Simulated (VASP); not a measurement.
# C (P6_3/mmc) in VASP: a series of runs, part 2 of 2

VASP 6.6.1. Earlier steps stand in the parts before.

## 3. Single point, r2SCAN

Contents of POSCAR:

```
C
1.0
    2.4559134450      0.0000000000      0.0000000000
   -1.2279567225      2.1268834329      0.0000000000
    0.0000000000      0.0000000000      7.0106290262
C
4
Direct
    1.0000000000      1.0000000000      0.2500000000
    0.0000000000      0.0000000000      0.7500000000
    0.3333333333      0.6666666667      0.2500000000
    0.6666666667      0.3333333333      0.7500000000
```

Contents of INCAR.step1:

```
SYSTEM = C
ALGO = Normal ; EDIFF = 1E-4
ENCUT = 520 ; GGA = PE
ISMEAR = 0 ; LASPH = .TRUE.
LCHARG = .FALSE. ; LREAL = .FALSE.
LWAVE = .TRUE. ; NBANDS = 16
NELM = 100 ; PREC = Accurate
SIGMA = 0.3
```

Contents of INCAR.step2:

```
SYSTEM = C
ALGO = Normal ; EDIFF = 1E-6
ENCUT = 520 ; ISIF = 2
ISMEAR = 0 ; ISTART = 1
LASPH = .TRUE. ; LCHARG = .FALSE.
LMIXTAU = .TRUE. ; LREAL = .FALSE.
LWAVE = .FALSE. ; METAGGA = R2SCAN
NBANDS = 16 ; NELM = 100
PREC = Accurate ; SIGMA = 0.3
```

Contents of KPOINTS:

```
k-points
0
G
  15 15 5
  0 0 0
```

Potentials or basis: VASP PAW PBE potentials, release 64 (C).

Command:

```sh
cat potpaw_PBE.64/C/POTCAR > POTCAR
cp INCAR.step1 INCAR
mpirun -np 1 vasp_std > vasp.out
cp INCAR.step2 INCAR
mpirun -np 1 vasp_std > vasp.out
```

OUTCAR:

```text
SYSTEM = C
   EDIFF = 1E-6
   ENCUT = 520
   ISIF = 2
   ISMEAR = 0
   ISTART = 1
   LASPH = .TRUE.
   LREAL = .FALSE.
   METAGGA = R2SCAN
   NELM = 100
   PREC = Accurate

 ion  position               nearest neighbor table
   1  0.000  0.000  0.250-   3 1.42   3 1.42   3 1.42
   2  0.000  0.000  0.750-   4 1.42   4 1.42   4 1.42
   3  0.333  0.667  0.250-   1 1.42   1 1.42   1 1.42
   4  0.667  0.333  0.750-   2 1.42   2 1.42   2 1.42

  LATTYP: Found a hexagonal cell.
 ALAT       =     2.4559134450
 C/A-ratio  =     2.8545912481

  Lattice vectors:

 A1 = (   2.4559134450,   0.0000000000,   0.0000000000)
 A2 = (  -1.2279567225,   2.1268834329,   0.0000000000)
 A3 = (   0.0000000000,   0.0000000000,   7.0106290262)

Analysis of symmetry for initial positions (statically):
=====================================================================
 Subroutine PRICEL returns:
 Original cell was already a primitive cell.

 Routine SETGRP: Setting up the symmetry group for a
 hexagonal supercell.

 Subroutine GETGRP returns: Found 24 space group operations
 (whereof 12 operations were pure point group operations)
 out of a pool of 24 trial point group operations.

The static configuration has the point symmetry D_3d.
 The point group associated with its full space group is D_6h.

Analysis of symmetry for dynamics (positions and initial velocities):
=====================================================================
 Subroutine PRICEL returns:
 Original cell was already a primitive cell.

 Routine SETGRP: Setting up the symmetry group for a
 hexagonal supercell.

 Subroutine GETGRP returns: Found 24 space group operations
[... 122 lines left out ...]
   EFERMI =   0.00;   METHOD = LEGACY
   ISMEAR =     0;   SIGMA  =   0.30  broadening in eV -4-tet -1-fermi 0-gaus
   EFERMI_NEDOS =   21; number of points for ismear=-14 and -15
   IALGO  =     38    algorithm
   IMIX   =      4    mixing-type and parameters
     AMIX     =   0.40;   BMIX     =  1.00
     AMIX_MAG =   1.60;   BMIX_MAG =  1.00
  volume/ion in A,a.u.               =       9.15        61.78
  Fermi-wavevector in a.u.,A,eV,Ry     =   1.242254  2.347519 20.996428  1.543194
  Thomas-Fermi vector in A             =   2.376616
   LORBIT       =      0    0 simple, 1 ext, 2 COOP (PROOUT), +10 PAW based schemes
   METAGGA = R2SCAN    functional components
   LHFCALC =     F    Hartree Fock is set to
   AEXX    =    0.0000 exact exchange contribution
   IVDW    =     0    specifies the selected vdW correction
   LEPSILON=     F    determine dielectric tensor
   LRPA    =     F    only Hartree local field effects (RPA)
 non-spin polarized calculation
 Gauss-broadening in eV      SIGMA  =   0.30
  energy-cutoff  :      520.00
  volume of cell :       36.62
 maximum number of plane-waves:      1008
   NGX =  9   NGY =  9   NGZ = 27

 number of electron      15.9999995 magnetization

 Free energy of the ion-electron system (eV)
  ---------------------------------------------------
  ext. energy  EPLUGINS =         0.00000000
  ---------------------------------------------------
  free energy    TOTEN  =       -39.75202835 eV

  energy without entropy =      -39.74797538  energy(sigma->0) =      -39.75000187

 E-fermi :   4.3090     XC(G=0): -10.8306

 val. band max:        4.3026789333   @ k =   0.3333   0.3333   0.2000
 cond. band min:       4.3142768627   @ k =   0.3333   0.3333   0.4000
 fundamental gap:      0.0115979294
 Fermi energy:         4.3090345946

 k-point     1 :       0.0000    0.0000    0.0000
  band No.  band energies     occupation
      1     -16.6319      2.00000
      2     -16.4227      2.00000
      3      -4.5635      2.00000
      4      -2.9579      2.00000
      5       1.0985      2.00000
      6       1.0985      2.00000
[... 433 lines left out ...]
      3      -9.2220      2.00000
      4      -9.1761      2.00000
      5      -5.1192      2.00000
      6      -5.0497      2.00000
[... 8 lines left out ...]
     15      16.7330      0.00000
     16      16.8696      0.00000

 [... further k-points ...]

------------------------ aborting loop because EDIFF is reached ----------------------------------------

  FORCE on cell =-STRESS in cart. coord.  units (eV):
  Direction    XX          YY          ZZ          XY          YZ          ZX
  --------------------------------------------------------------------------------------
  -------------------------------------------------------------------------------------
  Total        0.2314937      0.2314937      0.0008952     -0.0000000     -0.0000000      0.0000000
  in kB       10.1282898     10.1282898      0.0391657     -0.0000000     -0.0000000      0.0000000
  external PRESSURE =       6.7652484 kB  Pullay stress =       0.0000000 kB

 VOLUME and BASIS-vectors are now :
 -----------------------------------------------------------------------------
  energy-cutoff  :      520.00
  volume of cell :       36.62
      direct lattice vectors                 reciprocal lattice vectors
     2.455913445  0.000000000  0.000000000     0.407180474  0.235085756  0.000000000
    -1.227956723  2.126883433  0.000000000     0.000000000  0.470171512  0.000000000
     0.000000000  0.000000000  7.010629026     0.000000000  0.000000000  0.142640553

 POSITION                                       TOTAL-FORCE (eV/Angst)
 -----------------------------------------------------------------------------------
      0.00000      0.00000      1.75266        -0.000000      0.000000     -0.000000
      0.00000      0.00000      5.25797         0.000000     -0.000000     -0.000000
     -0.00000      1.41792      1.75266        -0.000000      0.000000      0.000000
      1.22796      0.70896      5.25797         0.000000     -0.000000     -0.000000
 -----------------------------------------------------------------------------------
    total drift:                                0.000000     -0.000000      0.000000

  FREE ENERGIE OF THE ION-ELECTRON SYSTEM (eV)
  ---------------------------------------------------
  free  energy   TOTEN  =       -39.7520283536 eV

  energy  without entropy=      -39.7479753827  energy(sigma->0) =      -39.75000187
```

OUTCAR.step1:

```text
SYSTEM = C
   EDIFF = 1E-4
   ENCUT = 520
   GGA = PE
   ISMEAR = 0
[... 687 lines left out ...]
      0.00000      0.00000      1.75266         0.000000     -0.000000     -0.000000
      0.00000      0.00000      5.25797        -0.000000      0.000000      0.000000
     -0.00000      1.41792      1.75266        -0.000000      0.000000      0.000000
      1.22796      0.70896      5.25797         0.000000      0.000000     -0.000000
 -----------------------------------------------------------------------------------
    total drift:                                0.000000     -0.000000      0.000000

  FREE ENERGIE OF THE ION-ELECTRON SYSTEM (eV)
  ---------------------------------------------------
  free  energy   TOTEN  =       -36.8660602006 eV

  energy  without entropy=      -36.8619231336  energy(sigma->0) =      -36.86399167
```

OSZICAR.step1:

```text
N       E                     dE             d eps       ncg     rms          rms(c)
DAV:   1     0.355971830696E+02    0.35597E+02   -0.79505E+03  2608   0.919E+02
DAV:   2    -0.365920869174E+02   -0.72189E+02   -0.65745E+02  3632   0.194E+02
DAV:   3    -0.393247173911E+02   -0.27326E+01   -0.27142E+01  3304   0.350E+01
DAV:   4    -0.393489867115E+02   -0.24269E-01   -0.24254E-01  3352   0.392E+00
DAV:   5    -0.393493888271E+02   -0.40212E-03   -0.40210E-03  3200   0.480E-01    0.906E+00
DAV:   6    -0.374605939648E+02    0.18888E+01   -0.12696E+00  3016   0.710E+00    0.530E+00
DAV:   7    -0.368569253858E+02    0.60367E+00   -0.15746E+00  3192   0.802E+00    0.151E+00
DAV:   8    -0.368672519606E+02   -0.10327E-01   -0.74038E-02  3024   0.161E+00    0.348E-01
DAV:   9    -0.368658510956E+02    0.14009E-02   -0.20593E-03  3296   0.316E-01    0.108E-01
DAV:  10    -0.368660670457E+02   -0.21595E-03   -0.69808E-04  2784   0.168E-01    0.765E-02
DAV:  11    -0.368660602006E+02    0.68450E-05   -0.27364E-05  2144   0.362E-02
   1 F= -.36866060E+02 E0= -.36863992E+02  d E =-.413707E-02
```

It took 1.9 min on 1 thread of Intel Xeon Platinum 8488C (Sapphire Rapids), shared host; peak memory 0.16 GiB.

Results:

```yaml
Free_energy: -39.7520 eV
Pressure: 0.7 GPa
Band_gap_on_the_k_mesh: zero (bands 8 and 9 overlap by 0.02 eV)
```

Caveat: so wide a smearing shifts energies and pressures; the PAW data sets were made with another functional, which shifts forces and pressure a little.

## 4. Single point, r2SCAN

POSCAR is that of step 3.

Contents of INCAR.step1:

```
SYSTEM = C
PREC = Accurate ; ENCUT = 520
ISMEAR = 0 ; SIGMA = 0.6
LREAL = .False. ; LASPH = .True.
NELM = 60 ; NBANDS = 16
GGA = PE ; ALGO = Normal
EDIFF = 1E-4 ; LWAVE = .True.
LCHARG = .False.
```

Contents of INCAR.step2:

```
SYSTEM = C
PREC = Accurate ; ENCUT = 520
EDIFF = 1E-6 ; ISMEAR = 0
SIGMA = 0.6 ; LREAL = .False.
LASPH = .True. ; NELM = 60
ALGO = Normal ; ISIF = 2
LWAVE = .False. ; LCHARG = .False.
METAGGA = R2SCAN ; LMIXTAU = .True.
NBANDS = 16 ; ISTART = 1
```

Contents of KPOINTS:

```
regular mesh
0
Gamma
  15 15 5
  0 0 0
```

Command:

```sh
cat potpaw_PBE.64/C/POTCAR > POTCAR
cp INCAR.step1 INCAR
mpirun -np 1 vasp_std > vasp.out
cp INCAR.step2 INCAR
mpirun -np 1 vasp_std > vasp.out
```

Wall time 98 s (1 thread of Intel Xeon Platinum 8488C (Sapphire Rapids), shared host); peak memory 0.16 GiB.

The run converged. Its results:

```
Free energy            : -39.7571 eV
Pressure               : 0.7 GPa
Band gap on the k mesh : zero (bands 8 and 9 overlap by 0.02 eV)
```

Stress tensor (GPa, compression positive):
```
1.03 0.00 0.00
0.00 1.03 0.00
0.00 0.00 0.03
```

Levels at points of the mesh, in eV from the Fermi level:
```tsv
k point	band 6	band 7	band 8	band 9	band 10	band 11
(0.00, 0.00, 0.00)	-3.22	-3.21	-3.21	4.05	8.71	8.71
```

Caveat: so wide a smearing shifts energies and pressures; the PAW data sets were made with another functional, which shifts forces and pressure a little.

## 5. Single point, r2SCAN

POSCAR is that of step 4.

Contents of INCAR.step1:

```
  ALGO = Normal
  EDIFF = 1E-4
  ENCUT = 520
  GGA = PE
  ISMEAR = 0
  LASPH = T
  LCHARG = F
  LREAL = F
  LWAVE = T
  NBANDS = 16
  NELM = 100
  PREC = Accurate
  SIGMA = 1.0
```

Contents of INCAR.step2:

```
  ALGO = Normal
  EDIFF = 1E-6
  ENCUT = 520
  ISIF = 2
  ISMEAR = 0
  ISTART = 1
  LASPH = T
  LCHARG = T
  LELF = T
  LMIXTAU = T
  LREAL = F
  LVHAR = T
  LWAVE = F
  METAGGA = R2SCAN
  NBANDS = 16
  NELM = 100
  PREC = Accurate
  SIGMA = 1.0
```

Contents of KPOINTS:

```
k-points
0
Gamma
  15 15 5
```

Command:

```sh
cat potpaw_PBE.64/C/POTCAR > POTCAR
cp INCAR.step1 INCAR
mpirun -np 1 vasp_std > vasp.out
cp INCAR.step2 INCAR
mpirun -np 1 vasp_std > vasp.out
```

Run time: 90 s. Hardware: 1 thread of Intel Xeon Platinum 8488C (Sapphire Rapids), shared host; peak memory 0.16 GiB.

The run converged. Its results:

```yaml
Free_energy: -39.7735 eV
Pressure: 0.8 GPa
Band_gap_on_the_k_mesh: zero (bands 8 and 9 overlap by 0.02 eV)
```

Stress tensor (GPa, compression positive):
```
1.21 0.00 0.00
0.00 1.21 0.00
0.00 0.00 0.01
```

Levels at points of the mesh, in eV from the Fermi level:
```csv
k point,band 4,band 5,band 6,band 7,band 8,band 9,band 10,band 11,band 12,band 13
"(0.00, 0.00, 0.00)",-7.26,-3.20,-3.20,-3.19,-3.19,4.07,8.73,8.73,8.77,8.77
```

Caveat: so wide a smearing shifts energies and pressures; the PAW data sets were made with another functional, which shifts forces and pressure a little.

## 6. Single point, r2SCAN

POSCAR is that of step 5.

Contents of INCAR.step1:

```
  PREC = Accurate
  ENCUT = 520
  ISMEAR = 1
  SIGMA = 0.01
  LREAL = F
  LASPH = T
  NELM = 80
  NBANDS = 16
  GGA = PE
  ALGO = Normal
  EDIFF = 1E-4
  LWAVE = T
  LCHARG = F
```

Contents of INCAR.step2:

```
  PREC = Accurate
  ENCUT = 520
  EDIFF = 1E-6
  ISMEAR = 1
  SIGMA = 0.01
  LREAL = F
  LASPH = T
  NELM = 80
  ALGO = Normal
  ISIF = 2
  LWAVE = F
  LCHARG = T
  METAGGA = R2SCAN
  LMIXTAU = T
  LELF = T
  LVHAR = T
  NBANDS = 16
  ISTART = 1
```

Contents of KPOINTS:

```
regular mesh
0
Gamma
  15 15 5
```

Potentials or basis: VASP PAW PBE potentials, release 64 (C).

Command:

```sh
cat potpaw_PBE.64/C/POTCAR > POTCAR
cp INCAR.step1 INCAR
mpirun -np 1 vasp_std > vasp.out
cp INCAR.step2 INCAR
mpirun -np 1 vasp_std > vasp.out
```

Run time: 92 s. Hardware: 1 thread of Intel Xeon Platinum 8488C (Sapphire Rapids), shared host; peak memory 0.16 GiB.

The run converged. Its results:

```yaml
Free_energy: -39.7487 eV
Pressure: 0.7 GPa
Band_gap_on_the_k_mesh: zero (bands 8 and 9 overlap by 0.02 eV)
```

Stress tensor (GPa, compression positive):
```
 1.02  0.00  0.00
 0.00  1.02  0.00
 0.00  0.00 -0.02
```

Levels at points of the mesh, in eV from the Fermi level:
| k point | band 5 | band 6 | band 7 | band 8 | band 9 | band 10 | band 11 | band 12 |
| --- | --- | --- | --- | --- | --- | --- | --- | --- |
| (0.00, 0.00, 0.00) | -3.21 | -3.21 | -3.20 | -3.20 | 4.06 | 8.72 | 8.72 | 8.76 |

Caveat: the PAW data sets were made with another functional, which shifts forces and pressure a little.

## 7. Summary

| smearing | gap on the mesh (eV) | pressure (GPa) |
| --- | --- | --- |
| gaussian 0.2 eV | none | 0.7 |
| gaussian 0.3 eV | none | 0.7 |
| gaussian 0.6 eV | none | 0.7 |
| gaussian 1 eV | none | 0.8 |
| methfessel-paxton 0.01 eV | none | 0.7 |

Alike in all rows: task single point; level r2SCAN; potentials or basis VASP PAW PBE potentials, release 64 (C); no spin polarisation; cell as given; k mesh 15 × 15 × 5; cutoff (eV) 520.

Caveats: the PAW data sets were made with another functional, which shifts forces and pressure a little; so wide a smearing shifts energies and pressures (at least some runs).

Absolute energies hang on the potentials; compare differences alone.

The gap in the log of VASP goes by the Fermi energy; the results here count the filled bands.